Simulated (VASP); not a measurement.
# SnO in VASP: single point with PBE+D3(BJ)

Aim: the single point of SnO with PBE+D3(BJ).

Program: VASP 6.6.1. These are calculated values, not measurements. Logs are shortened: lines on timing, memory, paths and dates and some standing lists are left out, and cuts for length are marked.

## 1. The cell of the first run

The cell holds a slab with vacuum, 8 atoms: a = 3.820 Å, b = 3.820 Å, c = 22.226 Å, α = 90.00°, β = 90.00°, γ = 90.00°.

## 2. Single point, PBE+D3(BJ) (layers slid over each other)

INCAR

```
SYSTEM = SnO
PREC = Accurate ; ENCUT = 520
EDIFF = 1E-7 ; ISMEAR = 0
SIGMA = 0.05 ; LREAL = .False.
LASPH = .True. ; NELM = 100
ALGO = Normal ; ISIF = 2
LWAVE = .False. ; LCHARG = .True.
LDIPOL = .True. ; IDIPOL = 3
DIPOL = 0.5 0.5 0.408 ; GGA = PE
IVDW = 12 ; LELF = .True.
LVHAR = .True. ; LVACPOTAV = .True.
NBANDS = 50
```

KPOINTS

```
Automatic mesh
0
Gamma
  7 7 1
  0 0 0
```

POSCAR

```
SnO
1.0
    3.8201630995      0.0000000000      0.0000000000
    0.0000000000      3.8201630995      0.0000000000
    0.0000000000      0.0000000000     22.2260821294
Sn O
4 4
Direct
    0.7500000000      0.2500000000      0.2024648327
    0.2500000000      0.7500000000      0.3087832136
    0.3750000000      1.0000000000      0.5067488278
   -0.1250000000      1.5000000000      0.6130672086
    0.2500000000      0.2500000000      0.2556240231
    0.7500000000      0.7500000000      0.2556240231
   -0.1250000000      1.0000000000      0.5599080182
    0.3750000000      1.5000000000      0.5599080182
```

Potentials or basis: VASP PAW PBE potentials, release 64 (Sn_d, O).

Command:

```bash
> cat potpaw_PBE.64/Sn_d/POTCAR potpaw_PBE.64/O/POTCAR > POTCAR
> mpirun -np 1 vasp_std > vasp.out
```

OUTCAR:

```text
SYSTEM = SnO
   PREC = Accurate
   ENCUT = 520
   EDIFF = 1E-7
   ISMEAR = 0
   LREAL = .False.
   LASPH = .True.
   NELM = 100
   ISIF = 2
   GGA = PE
   IVDW = 12
 IVDW          = 12

 ion  position               nearest neighbor table
   1  0.750  0.250  0.202-   5 2.25   6 2.25   6 2.25   5 2.25   2 3.59   2 3.59   2 3.59   2 3.59

   2  0.250  0.750  0.309-   5 2.25   6 2.25   5 2.25   6 2.25   1 3.59   1 3.59   1 3.59   1 3.59

   3  0.375  0.000  0.507-   7 2.25   8 2.25   8 2.25   7 2.25   4 3.59   4 3.59   4 3.59   4 3.59

   4  0.875  0.500  0.613-   7 2.25   8 2.25   7 2.25   8 2.25   3 3.59   3 3.59   3 3.59   3 3.59

   5  0.250  0.250  0.256-   1 2.25   1 2.25   2 2.25   2 2.25
   6  0.750  0.750  0.256-   1 2.25   1 2.25   2 2.25   2 2.25
   7  0.875  0.000  0.560-   3 2.25   3 2.25   4 2.25   4 2.25
   8  0.375  0.500  0.560-   3 2.25   3 2.25   4 2.25   4 2.25

  LATTYP: Found a simple tetragonal cell.
 ALAT       =     3.8201630995
 C/A-ratio  =     5.8180976965

  Lattice vectors:

 A1 = (   3.8201630995,   0.0000000000,   0.0000000000)
 A2 = (   0.0000000000,   3.8201630995,   0.0000000000)
 A3 = (   0.0000000000,   0.0000000000,  22.2260821294)

Analysis of symmetry for initial positions (statically):
=====================================================================
 Subroutine PRICEL returns:
 Original cell was already a primitive cell.

 Routine SETGRP: Setting up the symmetry group for a
 simple tetragonal supercell.

 Subroutine GETGRP returns: Found  2 space group operations
 (whereof  1 operations were pure point group operations)
 out of a pool of 16 trial point group operations.

The static configuration has the point symmetry C_1 .
 The point group associated with its full space group is S_2 .

Analysis of symmetry for dynamics (positions and initial velocities):
=====================================================================
 Subroutine PRICEL returns:
 Original cell was already a primitive cell.

 Routine SETGRP: Setting up the symmetry group for a
 simple tetragonal supercell.

 Subroutine GETGRP returns: Found  2 space group operations
 (whereof  1 operations were pure point group operations)
 out of a pool of 16 trial point group operations.

The dynamic configuration has the point symmetry C_1 .
 The point group associated with its full space group is S_2 .

 Subroutine INISYM returns: Found  2 space group operations
 (whereof  1 operations are pure point group operations),
 and found     1 'primitive' translations

----------------------------------------------------------------------------------------

                                     Primitive cell

  volume of cell :     324.3596

  direct lattice vectors                    reciprocal lattice vectors
     3.820163100  0.000000000  0.000000000     0.261768928  0.000000000  0.000000000
     0.000000000  3.820163100  0.000000000     0.000000000  0.261768928  0.000000000
     0.000000000  0.000000000 22.226082129     0.000000000  0.000000000  0.044992185

  length of vectors
     3.820163100  3.820163100 22.226082129     0.261768928  0.261768928  0.044992185

  position of ions in fractional coordinates (direct lattice)
     0.750000000  0.250000000  0.202464833
     0.250000000  0.750000000  0.308783214
     0.375000000  0.000000000  0.506748828
     0.875000000  0.500000000  0.613067209
     0.250000000  0.250000000  0.255624023
     0.750000000  0.750000000  0.255624023
     0.875000000  0.000000000  0.559908018
     0.375000000  0.500000000  0.559908018

  ion indices of the primitive-cell ions
   primitive index   ion index
                 1           1
                 2           2
                 3           3
                 4           4
                 5           5
                 6           6
                 7           7
                 8           8

----------------------------------------------------------------------------------------

 KPOINTS: Automatic mesh

Automatic generation of k-mesh.
 Grid dimensions read from file:
 generate k-points for:    7    7    1

 Generating k-lattice:

  Cartesian coordinates                     Fractional coordinates (reciprocal lattice)
     0.037395561  0.000000000  0.000000000     0.142857143  0.000000000  0.000000000
     0.000000000  0.037395561  0.000000000     0.000000000  0.142857143  0.000000000
     0.000000000  0.000000000  0.044992185     0.000000000  0.000000000  1.000000000

  Length of vectors
     0.037395561  0.037395561  0.044992185

  Shift w.r.t. Gamma in fractional coordinates (k-lattice)
     0.000000000  0.000000000  0.000000000

 Subroutine IBZKPT returns following result:
 ===========================================

 Found     25 irreducible k-points:

 Following reciprocal coordinates:
            Coordinates               Weight
  0.000000  0.000000  0.000000      1.000000
  0.142857  0.000000  0.000000      2.000000
  0.000000  0.142857  0.000000      2.000000
  0.285714  0.000000  0.000000      2.000000
  0.000000  0.285714  0.000000      2.000000
  0.428571  0.000000  0.000000      2.000000
[... 16 lines left out ...]
  0.285714  0.428571  0.000000      2.000000
  0.428571  0.428571  0.000000      2.000000
   k-points           NKPTS =     25   k-points in BZ     NKDIM =     25   number of bands    NBANDS=     50
   number of dos      NEDOS =    301   number of ions     NIONS =      8
   total plane-waves  NPLWV = 131712
   dimension x,y,z NGX =    28 NGY =   28 NGZ =  168
   dimension x,y,z NGXF=    56 NGYF=   56 NGZF=  336
   ions per type =               4   4
   NGX,Y,Z   is equivalent  to a cutoff of  12.19, 12.19, 12.57 a.u.
   NGXF,Y,Z  is equivalent  to a cutoff of  24.37, 24.37, 25.13 a.u.
 SYSTEM =  SnO
   PREC   = accura    normal or accurate (medium, high low for compatibility)
   ISTART =      0    job   : 0-new  1-cont  2-samecut
   ICHARG =      2    charge: 1-file 2-atom 10-const
   ISPIN  =      1    spin polarized calculation?
   LNONCOLLINEAR =      F non collinear calculations
   LSORBIT =      F    spin-orbit coupling
   LASPH  =      T    aspherical Exc in radial PAW
   ENCUT  =  520.0 eV  38.22 Ry    6.18 a.u.   7.10  7.10 41.33*2*pi/ulx,y,z
   NELM   =    100;   NELMIN=  2; NELMDL= -5     # of ELM steps
   EDIFF  = 0.1E-06   stopping-criterion for ELM
   LREAL  =      F    real-space projection
   EDIFFG = 0.1E-05   stopping-criterion for IOM
   NSW    =      0    number of steps for IOM
   IBRION =     -1    ionic relax: 0-MD 1-quasi-New 2-CG
   NFREE  =      0    steps in history (QN), initial steepest desc. (CG)
   ISIF   =      2    stress and relaxation
   ISYM   =      2    0-nonsym 1-usesym 2-fastsym
   POTIM  = 0.5000    time-step for ionic-motion
   TEBEG  =    0.0;   TEEND  =   0.0 temperature during run
   PSTRESS=    0.0 pullay stress
   NELECT =      80.0000    total number of electrons
   NUPDOWN=      -1.0000    fix difference up-down
   EMIN   =  10.00;   EMAX   =-10.00  energy-range for DOS
   EFERMI =   0.00;   METHOD = LEGACY
   ISMEAR =     0;   SIGMA  =   0.05  broadening in eV -4-tet -1-fermi 0-gaus
   EFERMI_NEDOS =   21; number of points for ismear=-14 and -15
   IALGO  =     38    algorithm
   IMIX   =      4    mixing-type and parameters
     AMIX     =   0.40;   BMIX     =  1.00
     AMIX_MAG =   1.60;   BMIX_MAG =  1.00
  volume/ion in A,a.u.               =      40.54       273.61
  Fermi-wavevector in a.u.,A,eV,Ry     =   1.026666  1.940118 14.341131  1.054043
  Thomas-Fermi vector in A             =   2.160571
   LORBIT       =      0    0 simple, 1 ext, 2 COOP (PROOUT), +10 PAW based schemes
   GGA     = PE    functional components
   LHFCALC =     F    Hartree Fock is set to
   AEXX    =    0.0000 exact exchange contribution
   IVDW    =    12    specifies the selected vdW correction
   LEPSILON=     F    determine dielectric tensor
   LRPA    =     F    only Hartree local field effects (RPA)
 non-spin polarized calculation
 Gauss-broadening in eV      SIGMA  =   0.05
  energy-cutoff  :      520.00
  volume of cell :      324.36
 maximum number of plane-waves:      8769
   NGX = 15   NGY = 15   NGZ = 83

 dipolmoment           0.000000      0.000000      0.000004 electrons x Angstroem

 number of electron      79.9999970 magnetization

 dipolmoment           0.000000      0.000000     -0.000000 electrons x Angstroem

 Free energy of the ion-electron system (eV)
  ---------------------------------------------------
  ext. energy  EPLUGINS =         0.00000000
  ---------------------------------------------------
  free energy    TOTEN  =       -45.16029624 eV

  energy without entropy =      -45.16029624  energy(sigma->0) =      -45.16029624

 E-fermi :   0.0326     XC(G=0):  -5.3375

 val. band max:       -0.2438146322   @ k =  -0.1429   0.1429   0.0000
 cond. band min:       2.3300800748   @ k =   0.0000   0.0000   0.0000
 fundamental gap:      2.5738947069
 Fermi energy:         0.0325582207

 k-point     1 :       0.0000    0.0000    0.0000
  band No.  band energies     occupation
      1     -21.0499      2.00000
      2     -21.0499      2.00000
      3     -20.6892      2.00000
      4     -20.6892      2.00000
      5     -20.6516      2.00000
      6     -20.6514      2.00000
[... 42 lines left out ...]
     49       5.1952      0.00000
     50       5.2144      0.00000

 k-point     2 :       0.1429    0.0000    0.0000
  band No.  band energies     occupation
      1     -21.0410      2.00000
      2     -21.0409      2.00000
      3     -20.6899      2.00000
      4     -20.6898      2.00000
      5     -20.6532      2.00000
      6     -20.6531      2.00000
[... 42 lines left out ...]
     49       5.3220      0.00000
     50       5.5004      0.00000

 k-point     3 :       0.0000    0.1429    0.0000
  band No.  band energies     occupation
      1     -21.0410      2.00000
      2     -21.0409      2.00000
      3     -20.6899      2.00000
      4     -20.6898      2.00000
      5     -20.6533      2.00000
      6     -20.6532      2.00000
[... 42 lines left out ...]
     49       5.3723      0.00000
     50       5.4948      0.00000

 k-point     4 :       0.2857    0.0000    0.0000
  band No.  band energies     occupation
      1     -21.0160      2.00000
      2     -21.0160      2.00000
      3     -20.7864      2.00000
      4     -20.7862      2.00000
      5     -20.6575      2.00000
      6     -20.6575      2.00000
[... 999 lines left out ...]
 k-point    23 :       0.2857    0.4286    0.0000
  band No.  band energies     occupation
      1     -20.9850      2.00000
      2     -20.9848      2.00000
      3     -20.9429      2.00000
      4     -20.9428      2.00000
      5     -20.6543      2.00000
      6     -20.6542      2.00000
[... 42 lines left out ...]
     49       5.7620      0.00000
     50       6.1252      0.00000

 k-point    24 :       0.4286    0.4286    0.0000
  band No.  band energies     occupation
      1     -20.9909      2.00000
      2     -20.9906      2.00000
      3     -20.9768      2.00000
      4     -20.9767      2.00000
      5     -20.6562      2.00000
      6     -20.6561      2.00000
[... 42 lines left out ...]
     49       6.0381      0.00000
     50       6.2758      0.00000

 [... further k-points ...]

------------------------ aborting loop because EDIFF is reached ----------------------------------------

 Edisp (eV)   -1.22185

 E8    (eV) :    -0.5400

  FORCE on cell =-STRESS in cart. coord.  units (eV):
  Direction    XX          YY          ZZ          XY          YZ          ZX
  --------------------------------------------------------------------------------------
  -------------------------------------------------------------------------------------
  Total       0.17898     0.19781     0.03771     0.01159     0.15258     0.08922
  in kB       0.88407     0.97707     0.18626     0.05726     0.75366     0.44071
  external pressure =        0.68 kB  Pullay stress =        0.00 kB

 VOLUME and BASIS-vectors are now :
 -----------------------------------------------------------------------------
  energy-cutoff  :      520.00
  volume of cell :      324.36
      direct lattice vectors                 reciprocal lattice vectors
     3.820163100  0.000000000  0.000000000     0.261768928  0.000000000  0.000000000
     0.000000000  3.820163100  0.000000000     0.000000000  0.261768928  0.000000000
     0.000000000  0.000000000 22.226082129     0.000000000  0.000000000  0.044992185

 POSITION                                       TOTAL-FORCE (eV/Angst)
 -----------------------------------------------------------------------------------
      2.86512      0.95504      4.50000        -0.001672     -0.002863     -0.084872
      0.95504      2.86512      6.86304        -0.007754     -0.014810      0.120725
      1.43256      0.00000     11.26304         0.007754      0.014810     -0.120725
      3.34264      1.91008     13.62608         0.001672      0.002863      0.084872
      0.95504      0.95504      5.68152         0.003415     -0.014722      0.003444
      2.86512      2.86512      5.68152        -0.009227      0.005666      0.003534
      3.34264      0.00000     12.44456         0.009227     -0.005666     -0.003534
      1.43256      1.91008     12.44456        -0.003415      0.014722     -0.003444
 -----------------------------------------------------------------------------------
    total drift:                                0.000000     -0.000000     -0.000003

  FREE ENERGIE OF THE ION-ELECTRON SYSTEM (eV)
  ---------------------------------------------------
  free  energy   TOTEN  =       -46.3821421512 eV

  energy  without entropy=      -46.3821421512  energy(sigma->0) =      -46.38214215

 vacuum level on the upper side and lower side of the slab         4.933         4.933
```

Wall time 8.8 min (1 thread of Intel Xeon Platinum 8488C (Sapphire Rapids), shared host); peak memory 0.51 GiB.

Results:

- Free energy: -46.3821 eV
- Largest force: 0.122 eV/Å
- Band gap on the k mesh: 2.57 eV (least direct gap 2.60 eV)
- Dispersion energy per atom: -0.153 eV

Forces in eV/Å, atoms in the order of the input:
```
Sn  -0.002 -0.003 -0.085
Sn  -0.008 -0.015  0.121
Sn   0.008  0.015 -0.121
Sn   0.002  0.003  0.085
O    0.003 -0.015  0.003
O   -0.009  0.006  0.004
O    0.009 -0.006 -0.004
O   -0.003  0.015 -0.003
```

Levels at points of the mesh, in eV from the valence-band top:
| k point | band 38 | band 39 | band 40 | band 41 | band 42 | band 43 |
| --- | --- | --- | --- | --- | --- | --- |
| (0.00, 0.00, 0.00) | -1.90 | -0.52 | -0.03 | 2.57 | 2.91 | 2.91 |

Caveat: the cell differs from its parent crystal (layers slid over each other); spin-orbit coupling is left out, which moves the levels of the heavy elements.
